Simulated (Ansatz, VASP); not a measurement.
**Tl2ZnO2: VASP beside Ansatz**

File INCAR:

```
SYSTEM = Tl2ZnO2
PREC = Accurate
ENCUT = 520
EDIFF = 1E-6
ISMEAR = 0
SIGMA = 0.1
LREAL = .False.
LASPH = .True.
NELM = 60
ALGO = Normal
ISIF = 2
LWAVE = .False.
LCHARG = .False.
GGA = PE
NBANDS = 33
```

The input KPOINTS:

```
regular mesh
0
Gamma
  6 6 2
  0 0 0
```

File POSCAR:

```
Tl2ZnO2
1.0
    3.5955000000      0.0000000000      0.0000000000
   -1.7977500000      3.1137943400      0.0000000000
    0.0000000000      0.0000000000      7.5559596200
Zn Tl O
1 2 2
Direct
    0.6666666700      0.3333333300      0.6604924000
    0.0000000000      0.0000000000      0.0000000000
    0.3333333300      0.6666666700      0.3920023900
    0.6666666700      0.3333333300      0.1960012000
    0.0000000000      0.0000000000      0.5880035900
```

Input for Ansatz:

```yaml
crystal:
  lattice:
    - [3.5955, 0.0, 0.0]
    - [-1.79775, 3.11379434, 0.0]
    - [0.0, 0.0, 7.55595962]
  atoms:
    - { symbol: Zn, position: [0.66666667, 0.33333333, 0.6604924] }
    - { symbol: Tl, position: [0.0, 0.0, 0.0] }
    - { symbol: Tl, position: [0.33333333, 0.66666667, 0.39200239] }
    - { symbol: O, position: [0.66666667, 0.33333333, 0.1960012] }
    - { symbol: O, position: [0.0, 0.0, 0.58800359] }
basis:
  ecutwfc: 420
kpoints:
  mp_grid: { grid: [6, 6, 2] }
hamiltonian:
  xc: pbe
scf:
  occupations: { method: gaussian, width: 0.1 }
  lower_state_search: "off"
output:
  forces: true
  stress: true
  eigenvalues: true
```

Alike in both runs: task single point; functional PBE; k mesh 6 × 6 × 2; occupations gaussian, width 0.1 eV; no spin polarisation.

|  | VASP | Ansatz |
| --- | --- | --- |
| version | VASP 6.6.1 | Ansatz 0.2.0 |
| potentials or method | VASP PAW PBE potentials, release 64 (Zn, Tl_d, O), cutoff 520 eV | scalar-relativistic, plane waves, PAW |
| valence electrons in the cell | 50 | 50 |

Ansatz gave:

* gap on the k mesh at the Fermi level (eV): none
* pressure (GPa): 5.2
* traceless stress, the component that is largest in VASP (GPa): 5.46
* rms of the force components (eV/Å): 0.697

Q: Estimate VASP's values.

A: gap on the k mesh at the Fermi level (eV): none; pressure (GPa): 5.3; traceless stress, the component that is largest in VASP (GPa): 5.37; rms of the force components (eV/Å): 0.697.

Atom by atom the forces differ by 0.007 eV/Å (rms over components). A gap of «none» marks a metal or a gap that the smearing closes.

The k mesh is coarse, so the values compare programs but aren't converged. Neither program's run includes spin-orbit coupling.
